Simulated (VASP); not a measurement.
CsBe3Ag: single point with PBE

Crystal: CsBe3Ag.

```xyz
5
Lattice="4.7203 0.0000 0.0000 0.0000 4.7203 0.0000 0.0000 0.0000 4.7203" Properties=species:S:1:pos:R:3 pbc="T T T"
Cs    0.0000    0.0000    0.0000
Be    0.0000    2.3601    2.3601
Be    2.3601    0.0000    2.3601
Be    2.3601    2.3601    0.0000
Ag    2.3601    2.3601    2.3601
```

The cell was generated, and may not be a known phase.

| Quantity | Value |
| --- | --- |
| Program | VASP 6.6.1 |
| Task | single point |
| Functional | PBE |
| Potentials or basis | VASP PAW PBE potentials, release 64 (Cs_sv, Be, Ag) |
| Cutoff | 520 eV |
| k mesh | 8 × 8 × 8 |
| Occupations | gaussian, width 0.02 eV |
| Spin | no spin polarisation |
| Dipole correction | no |
| Further INCAR settings | ALGO = Normal; EDIFF = 1e-07; NBANDS = 21 |

```yaml
Pressure: 0.0 GPa
Band_gap_on_the_k_mesh: zero (bands 13 and 14 overlap by 0.25 eV)
```

Levels at points of the mesh, in eV from the Fermi level:
```
           k point  band 10  band 11  band 12  band 13  band 14  band 15  band 16  band 17
(0.00, 0.00, 0.00)    -5.36    -0.45    -0.45    -0.45     0.14     0.14     3.25     3.25
(0.50, 0.00, 0.00)    -4.65    -3.81    -0.76    -0.76     0.47     1.74     3.05     3.05
(0.50, 0.50, 0.00)    -4.93    -2.15    -2.15    -0.48     0.64     1.57     1.57     2.49
(0.50, 0.50, 0.50)    -3.98    -2.91    -2.91    -2.91     1.44     1.44     1.44     5.82
```

Wall time 30 s on 1 thread of Intel(R) Xeon(R) 6975P-C (Granite Rapids) (shared host), peak memory 0.25 GiB.

Caveat: spin-orbit coupling is left out, which moves the levels of the heavy elements.
